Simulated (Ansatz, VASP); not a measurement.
One calculation of MgNb4O10, two programs

```
CELL_PARAMETERS angstrom
5.11302 0.00000 0.00000
0.00612 5.68944 0.00000
2.49019 1.57974 6.37087
ATOMIC_POSITIONS crystal
Mg 0.23825 0.34977 0.05699
Nb 0.87312 0.27419 0.74042
Nb 0.59376 0.19796 0.33744
Nb 0.13036 0.73176 0.27275
Nb 0.39827 0.79535 0.68002
O 0.87280 0.37044 0.39277
O 0.24831 0.15029 0.60377
O 0.13357 0.63904 0.59088
O 0.74024 0.84740 0.39980
O 0.13593 0.72779 0.00031
O 0.89377 0.24654 0.01136
O 0.42009 0.49869 0.22978
O 0.65503 0.99920 0.76938
O 0.55427 0.48015 0.78028
O 0.33815 0.03668 0.20814
```

Alike in both runs: task electric field gradients; functional PBE; k mesh 6 × 6 × 5; occupations fermi-dirac, width 0.05 eV; no spin polarisation.

|  | VASP | Ansatz |
| --- | --- | --- |
| version | VASP 6.6.1 | Ansatz 0.2.0 |
| potentials or method | VASP PAW PBE potentials, release 64 (Mg, Nb_sv, O) | plane-wave PAW, scalar-relativistic |
| plane-wave cutoff (eV) | 520 | 420 |
| valence electrons in the cell | 114 | 122 |

|  | VASP | Ansatz | Ansatz less VASP |
| --- | --- | --- | --- |
| pressure (GPa) | -5.3 | -4.9 | +0.35 |
| traceless stress, the component that is largest in VASP (GPa) | 0.40 | 0.38 | -0.024 |
| rms of the force components (eV/Å) | 0.171 | 0.173 | +0.0021 |
| size of Vzz on the site where it differs most (V/Å²) | 35.1 | 54.4 | +19.23 |

Atom by atom the forces differ by 0.008 eV/Å (rms over components). With one functional, cell and mesh, what is left measures potentials, basis and numerics. VASP's potentials hold 114 valence electrons a cell and Ansatz's 122, so a difference there can come from the potentials and not from the codes.
